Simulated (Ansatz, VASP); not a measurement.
One calculation of TaVN2, two programs

```
CELL_PARAMETERS angstrom
2.98761 0.00000 0.00000
0.00000 2.98761 0.00000
0.00000 0.00000 4.20836
ATOMIC_POSITIONS crystal
Ta 0.00000 0.00000 0.00000
V 0.50000 0.50000 0.50000
N 0.50000 0.50000 0.00000
N 0.00000 0.00000 0.50000
```

Alike in both runs: task single point; functional PBE; k mesh 9 × 9 × 6; occupations fermi-dirac, width 0.05 eV; collinear spin.

|  | VASP | Ansatz |
| --- | --- | --- |
| version | VASP 6.6.1 | Ansatz 0.2.0 |
| potentials or method | VASP PAW PBE potentials, release 64 (Ta_pv, V_sv, N) | Ansatz PAW |
| plane-wave cutoff (eV) | 520 | 420 |
| valence electrons in the cell | 34 | 36 |

```tsv
	VASP	Ansatz	Ansatz less VASP
gap on the k mesh at the Fermi level (eV)	none	none	-
pressure (GPa)	19.5	19.9	+0.36
traceless stress, the component that is largest in VASP (GPa)	-1.63	-0.81	+0.813
net moment per atom (μB)	0.00	0.20	+0.201
size of the moment on the site where the two differ most (μB)	0.00	0.65	+0.651
```

The net moments are unlike, so the other rows may belong to different states. Site moments also hang on the region over which each program counts them. A gap of «none» marks a metal or a gap that the smearing closes. VASP's potentials hold 34 valence electrons a cell and Ansatz's 36, so a difference there can come from the potentials and not from the codes.

Neither program's run includes spin-orbit coupling.
